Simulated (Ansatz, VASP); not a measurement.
AlN in VASP and in Ansatz

POSCAR

```
AlN
1.0
    0.0000000000      1.9547450400      1.9547450400
    1.9547450400      0.0000000000      1.9547450400
    1.9547450400      1.9547450400      0.0000000000
Al N
1 1
Direct
    0.0000000000      0.0000000000      0.0000000000
    0.5000000000      0.5000000000      0.5000000000
```

INCAR.step1

```
SYSTEM = AlN
  ALGO = Normal
  EDIFF = 1E-4
  ENCUT = 520
  GGA = PE
  ISMEAR = -1
  LASPH = .TRUE.
  LCHARG = .FALSE.
  LREAL = .FALSE.
  LWAVE = .TRUE.
  NBANDS = 11
  NELM = 60
  PREC = Accurate
  SIGMA = 0.0456
```

Contents of INCAR.step2:

```
SYSTEM = AlN
  ALGO = Normal
  EDIFF = 1E-6
  ENCUT = 520
  ISIF = 2
  ISMEAR = -1
  ISTART = 1
  LASPH = .TRUE.
  LCHARG = .FALSE.
  LMIXTAU = .TRUE.
  LREAL = .FALSE.
  LWAVE = .FALSE.
  METAGGA = R2SCAN
  NBANDS = 11
  NELM = 60
  PREC = Accurate
  SIGMA = 0.0456
```

The input KPOINTS:

```
k-points
0
G
  11 11 11
  0 0 0
```

Input for Ansatz:

```yaml
crystal:
  lattice:
    - [0.0, 1.95474504, 1.95474504]
    - [1.95474504, 0.0, 1.95474504]
    - [1.95474504, 1.95474504, 0.0]
  atoms:
    - { symbol: Al, position: [0.0, 0.0, 0.0] }
    - { symbol: "N", position: [0.5, 0.5, 0.5] }
  symmetry: { tolerance: 0.0003 }
kpoints:
  mp_grid: { grid: [11, 11, 11], shift: [0, 0, 0] }
  band_path:
    path:
      - [0.0, 0.0, 0.0]
      - [0.5, 0.0, 0.5]
      - [0.625, 0.25, 0.625]
      - [0.375, 0.375, 0.75]
      - [0.0, 0.0, 0.0]
      - [0.5, 0.5, 0.5]
      - [0.5, 0.25, 0.75]
      - [0.5, 0.0, 0.5]
    npoints: 8
magnetization:
  spin_polarized: false
scf:
  occupations: { method: fermi_dirac, width: 0.0456 }
  lower_state_search: "off"
  max_iter: 200
hamiltonian:
  pseudopotentials: { kind: paw }
  xc: r2scan
basis:
  ecutwfc: 500
  fft_grid_basis: typed
output:
  forces: true
  stress: true
  eigenvalues: true
  bader: true
  populations: true
  elf: true
  write_potential: true
  volumetric_format: npy
  dos:
    e_range: [-12, 8]
    de: 0.05
    projected: { site_lists: { Al: [Al], "N": ["N"] } }
checkpoint:
  read: saved_state
```

Alike in both runs: task single point; functional r2SCAN; k mesh 11 × 11 × 11; occupations fermi-dirac, width 0.0456 eV; no spin polarisation.

```csv
,VASP,Ansatz
version,VASP 6.6.1,Ansatz 0.2.0
potentials or method,"VASP PAW PBE potentials, release 64 (Al, N), cutoff 520 eV",PAW plane waves
valence electrons in the cell,8,8
```

VASP gave:

```
gap on the k mesh at the Fermi level (eV) : 5.88
```

**Question.** What did Ansatz give for the same quantities?

**Answer.** gap on the k mesh at the Fermi level (eV): 5.91.

VASP's potentials were made for PBE, not for r2SCAN. With one functional, cell and mesh, what is left measures potentials, basis and numerics.
